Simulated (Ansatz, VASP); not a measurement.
## Ba: VASP beside Ansatz

```
Ba
1.0
     6.68490    0.00000    0.00000
    -3.34245    5.78929    0.00000
     0.00000    0.00000    3.72976
Ba
2
Direct
  0.33333 0.66667 0.50000
  0.66667 0.33333 0.50000
```

Alike in both runs: functional PBEsol; k mesh 6 × 6 × 12; occupations gaussian, width 0.1 eV; no spin polarisation.

Ansatz relaxed the structure, and its values are those at the end. VASP's run is a single point on that final structure, the one shown.

|  | VASP | Ansatz |
| --- | --- | --- |
| version | VASP 6.6.1 | Ansatz 0.2.0 |
| potentials or method | VASP PAW PBE potentials, release 64 (Ba_sv), cutoff 520 eV | scalar-relativistic, plane waves, PAW |
| valence electrons in the cell | 20 | 20 |

```csv
,VASP,Ansatz,Ansatz less VASP
gap on the k mesh at the Fermi level (eV),none,none,-
pressure (GPa),0.1,0.0,-0.13
```

VASP's potentials were made for PBE, not for PBEsol. A gap of «none» marks a metal or a gap that the smearing closes.

Spin-orbit coupling is off throughout.
